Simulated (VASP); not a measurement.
A run of VASP 6.6.1:

Contents of INCAR:

```
SYSTEM = CoOs
PREC = Accurate
ENCUT = 520
EDIFF = 1E-6
ISMEAR = -1
SIGMA = 0.1
LREAL = .False.
LASPH = .True.
NELM = 150
ALGO = Normal
ISIF = 2
LWAVE = .False.
LCHARG = .True.
ISPIN = 2
MAGMOM = 2 0
LORBIT = 11
LMAXMIX = 4
GGA = PS
LELF = .True.
LVHAR = .True.
NBANDS = 20
```

KPOINTS

```
Automatic mesh
0
Gamma
  14 14 8
  0 0 0
```

POSCAR

```
CoOs
1.0
    2.6712738749      0.0000000000      0.0000000000
   -1.3356369374      2.3133910361      0.0000000000
    0.0000000000      0.0000000000      4.1165570000
Co Os
1 1
Direct
    0.6666666667      0.3333333333      0.5000000000
    0.3333333333      0.6666666667      0.0000000000
```

Potentials or basis: VASP PAW PBE potentials, release 64 (Co, Os).

Launch:

```sh
$ cat potpaw_PBE.64/Co/POTCAR potpaw_PBE.64/Os/POTCAR > POTCAR
$ mpirun -np 1 vasp_std > vasp.out
```

Hardware: 1 thread of Intel(R) Xeon(R) Platinum 8259CL CPU @ 2.50GHz (Skylake/Cascade Lake), on a shared host.

Q: How long does it take, and how much memory?

A: It took 110 s on 1 thread of Intel(R) Xeon(R) Platinum 8259CL CPU @ 2.50GHz (Skylake/Cascade Lake) (shared host), peak memory 0.22 GiB. Counts: scf iterations 14, k points 120.
